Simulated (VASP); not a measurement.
Wanted: the native input for a VASP 6.6.1 run.

```
Task                   : single point
Functional             : r2SCAN
Potentials or basis    : VASP PAW PBE potentials, release 64 (Ti_sv, Os)
Cutoff                 : 520 eV
k mesh                 : 6 × 6 × 6
Occupations            : fermi-dirac, width 0.1 eV
Spin                   : no spin polarisation
Dipole correction      : no
Further INCAR settings : ALGO = Normal; EDIFF = 1e-06; NBANDS = 26
```

Crystal: TiOs3.

```xyz
4
Lattice="4.0374 0.0000 0.0000 0.0000 4.0374 0.0000 0.0000 0.0000 4.0374" Properties=species:S:1:pos:R:3 pbc="T T T"
Ti    0.0000    0.0000    0.0000
Os    2.0187    2.0187    0.0000
Os    2.0187    0.0000    2.0187
Os    0.0000    2.0187    2.0187
```

These files were run (other wordings do the same):

POSCAR

```
TiOs3
1.0
    4.0374030189      0.0000000000      0.0000000000
    0.0000000000      4.0374030189      0.0000000000
    0.0000000000      0.0000000000      4.0374030189
Ti Os
1 3
Direct
    0.0000000000      0.0000000000      0.0000000000
    0.5000000000      0.5000000000      0.0000000000
    0.5000000000      0.0000000000      0.5000000000
    0.0000000000      0.5000000000      0.5000000000
```

INCAR.step1

```
SYSTEM = TiOs3
PREC = Accurate
ENCUT = 520
ISMEAR = -1
SIGMA = 0.1
LREAL = .False.
LASPH = .True.
NELM = 80
NBANDS = 26
GGA = PE
ALGO = Normal
EDIFF = 1E-4
LWAVE = .True.
LCHARG = .False.
```

INCAR.step2

```
SYSTEM = TiOs3
PREC = Accurate
ENCUT = 520
EDIFF = 1E-6
ISMEAR = -1
SIGMA = 0.1
LREAL = .False.
LASPH = .True.
NELM = 80
ALGO = Normal
ISIF = 2
LWAVE = .False.
LCHARG = .False.
METAGGA = R2SCAN
LMIXTAU = .True.
NBANDS = 26
ISTART = 1
```

KPOINTS

```
Automatic mesh
0
Gamma
  6 6 6
  0 0 0
```

Potentials or basis: VASP PAW PBE potentials, release 64 (Ti_sv, Os).

Command:

```bash
$ cat potpaw_PBE.64/Ti_sv/POTCAR potpaw_PBE.64/Os/POTCAR > POTCAR
$ cp INCAR.step1 INCAR
$ mpirun -np 1 vasp_std > vasp.out
$ cp INCAR.step2 INCAR
$ mpirun -np 1 vasp_std > vasp.out
```

Results of the run:

- Pressure: -32.2 GPa
- Band gap on the k mesh: zero (band 18 reaches 9.73 eV, above the bottom of band 19 at 6.39 eV)

Caveat: the PAW data sets were made with another functional, which shifts forces and pressure a little; spin-orbit coupling is left out, which moves the levels of the heavy elements.

It took 70 s on 1 thread of Intel(R) Xeon(R) 6975P-C (Granite Rapids), on a shared host, peak memory 0.18 GiB.
